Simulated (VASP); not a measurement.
A run of VASP 6.6.1:

File INCAR:

```
SYSTEM = HgTe
PREC     = Accurate       ! precision mode
ENCUT    = 520            ! plane-wave cutoff, eV
EDIFF    = 1E-6           ! SCF threshold, eV
ISMEAR   = -1             ! smearing method
SIGMA    = 0.05           ! smearing width, eV
LREAL    = .FALSE.        ! projectors in reciprocal space
LASPH    = .TRUE.         ! aspherical terms in the spheres
NELM     = 100            ! most SCF steps
ALGO     = Normal         ! electronic algorithm
ISIF     = 2              ! what is computed and relaxed
LWAVE    = .FALSE.        ! write WAVECAR
LCHARG   = .FALSE.        ! write CHGCAR
GGA      = PE             ! functional
NBANDS   = 16             ! bands
```

KPOINTS

```
Automatic mesh
0
G
  13 13 13
  0 0 0
```

POSCAR

```
HgTe
1.0
    3.2398550713      0.0000000000      0.0000000000
    0.0000000000      3.2398550713      0.0000000000
    0.0000000000      0.0000000000      3.2398550713
Hg Te
1 1
Direct
    0.0000000000      0.0000000000      0.0000000000
    0.5000000000      0.5000000000      0.5000000000
```

Potentials or basis: VASP PAW PBE potentials, release 64 (Hg, Te).

Command:

```console
$ cat potpaw_PBE.64/Hg/POTCAR potpaw_PBE.64/Te/POTCAR > POTCAR
$ mpirun -np 1 vasp_std > vasp.out
```

Hardware: 1 thread of Intel Xeon 8259CL, with other jobs on the host.

Q: How long does it take, and how much memory?

A: It took 28 s on 1 thread of Intel Xeon 8259CL (shared host), peak memory 0.17 GiB. Counts: scf iterations 11, k points 84.
